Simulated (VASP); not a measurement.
Set up this calculation in VASP 6.6.1, as the native input.

```
Task                   : single point
Functional             : PBE
Potentials or basis    : VASP PAW PBE potentials, release 64 (Na_pv, Cl)
Cutoff                 : 520 eV
k mesh                 : 2 × 2 × 2
Occupations            : fermi-dirac, width 0.1 eV
Spin                   : no spin polarisation
Dipole correction      : no
Further INCAR settings : ALGO = Normal; EDIFF = 1e-06; NBANDS = 26
```

The structure of Na3Cl2 lies in POSCAR:

```
Na3Cl2
1.0
    1.7599510000    -10.1702560000      0.0000000000
    1.7599510000     10.1702560000      0.0000000000
    0.0000000000      0.0000000000      3.5276360000
Na Cl
3 2
Direct
    0.5000000000      0.5000000000      0.0000000000
    0.3310110000      0.6689890000      0.0000000000
    0.6689890000      0.3310110000      0.0000000000
    0.9134020000      0.0865980000      0.5000000000
    0.0865980000      0.9134020000      0.5000000000
```

The input as run:

INCAR

```
PREC     = Accurate       # precision mode
ENCUT    = 520            # plane-wave cutoff, eV
EDIFF    = 1E-6           # SCF threshold, eV
ISMEAR   = -1             # smearing method
SIGMA    = 0.1            # smearing width, eV
LREAL    = F              # projectors in reciprocal space
LASPH    = T              # aspherical terms in the spheres
NELM     = 100            # most SCF steps
ALGO     = Normal         # electronic algorithm
ISIF     = 2              # what is computed and relaxed
LWAVE    = F              # write WAVECAR
LCHARG   = F              # write CHGCAR
GGA      = PE             # functional
NBANDS   = 26             # bands
```

KPOINTS

```
regular mesh
0
Gamma
  2 2 2
```

Potentials or basis: VASP PAW PBE potentials, release 64 (Na_pv, Cl).

Command:

```bash
$ cat potpaw_PBE.64/Na_pv/POTCAR potpaw_PBE.64/Cl/POTCAR > POTCAR
$ mpirun -np 1 vasp_std > vasp.out
```

It gave:

The pressure is 2.2 GPa. The largest force is 0.270 eV/Å and the band gap on the k mesh is zero (an odd number of electrons rules out a gap without spin polarisation).

Caveat: the k points lie up to 0.91 Å⁻¹ apart, too coarse for converged energies and pressures of a metal; an odd number of electrons without spin polarisation forces a metal; a magnetic or distorted state may lie lower.

Run time: 100 s on 1 thread of Intel Xeon 8259CL (shared host), peak memory 0.38 GiB.
